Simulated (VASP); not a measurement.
# SrO (F-43m) in VASP: notebook, part 2 of 2

VASP 6.6.1.

**3. Single point, r2SCANh**

Contents of POSCAR:

```
SrO
1.0
    0.0000000000      2.7922805133      2.7922805133
    2.7922805133      0.0000000000      2.7922805133
    2.7922805133      2.7922805133      0.0000000000
Sr O
1 1
Direct
    0.0000000000      0.0000000000      0.0000000000
    0.2500000000      0.2500000000      0.2500000000
```

Contents of INCAR.step1:

```
ALGO     = Normal         # electronic algorithm
EDIFF    = 1E-5           # SCF threshold, eV
ENCUT    = 520            # plane-wave cutoff, eV
GGA      = PE             # functional
ISIF     = 2              # what is computed and relaxed
ISMEAR   = 0              # smearing method
LASPH    = T              # aspherical terms in the spheres
LREAL    = F              # projectors in reciprocal space
LWAVE    = T              # write WAVECAR
NBANDS   = 15             # bands
NELM     = 60             # most SCF steps
PREC     = Accurate       # precision mode
SIGMA    = 0.01           # smearing width, eV
```

Contents of INCAR.step2:

```
AEXX     = 0.1            # exact-exchange fraction
ALGO     = Normal         # electronic algorithm
EDIFF    = 1E-7           # SCF threshold, eV
ENCUT    = 520            # plane-wave cutoff, eV
ISIF     = 2              # what is computed and relaxed
ISMEAR   = 0              # smearing method
ISTART   = 1            
LASPH    = T              # aspherical terms in the spheres
LCHARG   = T              # write CHGCAR
LELF     = T              # ELF
LHFCALC  = T              # exact exchange
LMIXTAU  = T            
LREAL    = F              # projectors in reciprocal space
LVHAR    = T            
LWAVE    = F              # write WAVECAR
METAGGA  = R2SCAN         # meta-GGA
NBANDS   = 15             # bands
NELM     = 60             # most SCF steps
PREC     = Accurate       # precision mode
PRECFOCK = Normal       
SIGMA    = 0.01           # smearing width, eV
```

Contents of KPOINTS:

```
k-points
0
Gamma
  6 6 6
```

Potentials or basis: VASP PAW PBE potentials, release 64 (Sr_sv, O).

Started as:

```bash
cat potpaw_PBE.64/Sr_sv/POTCAR potpaw_PBE.64/O/POTCAR > POTCAR
cp INCAR.step1 INCAR
mpirun -np 1 vasp_std > vasp.out
cp INCAR.step2 INCAR
mpirun -np 1 vasp_std > vasp.out
```

OUTCAR:

```text
AEXX = 0.1
   EDIFF = 1E-7
   ENCUT = 520
   ISIF = 2
   ISMEAR = 0
   ISTART = 1
   LASPH = T
   LHFCALC = T
   LREAL = F
   METAGGA = R2SCAN
   NELM = 60
   PREC = Accurate
   PRECFOCK = Normal

 ion  position               nearest neighbor table
   1  0.000  0.000  0.000-   2 2.42   2 2.42   2 2.42   2 2.42
   2  0.250  0.250  0.250-   1 2.42   1 2.42   1 2.42   1 2.42

  LATTYP: Found a face centered cubic cell.
 ALAT       =     5.5845610266

  Lattice vectors:

 A1 = (   0.0000000000,   2.7922805133,   2.7922805133)
 A2 = (   2.7922805133,   0.0000000000,   2.7922805133)
 A3 = (   2.7922805133,   2.7922805133,   0.0000000000)

Analysis of symmetry for initial positions (statically):
=====================================================================
 Subroutine PRICEL returns:
 Original cell was already a primitive cell.

 Routine SETGRP: Setting up the symmetry group for a
 face centered cubic supercell.

 Subroutine GETGRP returns: Found 24 space group operations
 (whereof 24 operations were pure point group operations)
[... 175 lines left out ...]
      3     -15.3145      2.00000
      4     -15.3145      2.00000
      5     -15.3145      2.00000
      6      -1.4181      2.00000
      7      -1.4181      2.00000
      8      -1.4181      2.00000
      9       3.0850      0.00000
     10       9.0541      0.00000
     11       9.0541      0.00000
     12      10.3748      0.00000
     13      10.3748      0.00000
     14      10.3748      0.00000
[... 257 lines left out ...]
      2     -17.9995      2.00000
      3     -15.6534      2.00000
      4     -15.5590      2.00000
      5     -14.0708      2.00000
      6      -1.6184      2.00000
      7      -0.8994      2.00000
      8      -0.5578      2.00000
      9       5.1543      0.00000
     10       6.4630      0.00000
     11       9.7312      0.00000
     12      10.7015      0.00000
     13      11.8763      0.00000
     14      12.7423      0.00000
     15      13.6980      0.00000

------------------------ aborting loop because EDIFF is reached ----------------------------------------

  FORCE on cell =-STRESS in cart. coord.  units (eV):
  Direction    XX          YY          ZZ          XY          YZ          ZX
  --------------------------------------------------------------------------------------
  -------------------------------------------------------------------------------------
  Total        0.0414706      0.0414706      0.0414706      0.0000000      0.0000000      0.0000000
  in kB        1.5259622      1.5259622      1.5259622      0.0000000      0.0000000      0.0000000
  external PRESSURE =       1.5259622 kB  Pullay stress =       0.0000000 kB

 VOLUME and BASIS-vectors are now :
 -----------------------------------------------------------------------------
  energy-cutoff  :      520.00
  volume of cell :       43.54
      direct lattice vectors                 reciprocal lattice vectors
     0.000000000  2.792280513  2.792280513    -0.179065104  0.179065104  0.179065104
     2.792280513  0.000000000  2.792280513     0.179065104 -0.179065104  0.179065104
     2.792280513  2.792280513  0.000000000     0.179065104  0.179065104 -0.179065104

 POSITION                                       TOTAL-FORCE (eV/Angst)
 -----------------------------------------------------------------------------------
      0.00000      0.00000      0.00000         0.000000     -0.000000      0.000000
      1.39614      1.39614      1.39614        -0.000000      0.000000     -0.000000
 -----------------------------------------------------------------------------------
    total drift:                                0.000002      0.000000     -0.000000

  FREE ENERGIE OF THE ION-ELECTRON SYSTEM (eV)
  ---------------------------------------------------
  free  energy   TOTEN  =       -26.2503246674 eV

  energy  without entropy=      -26.2503246674  energy(sigma->0) =      -26.25032467
```

Run time: 47 min. Hardware: 1 thread of Intel Xeon Platinum 8259CL at 2.50GHz (Skylake/Cascade Lake), shared host; peak memory 0.2 GiB.

What came out:

```yaml
Free_energy: -26.2503 eV
Pressure: 0.2 GPa
Band_gap_on_the_k_mesh: 3.64 eV (least direct gap 4.50 eV)
```

Caveat: the structure was generated, so it needn't be the stable form of SrO; the PAW data sets were made with another functional, which shifts forces and pressure a little. A k mesh can miss the band edges.
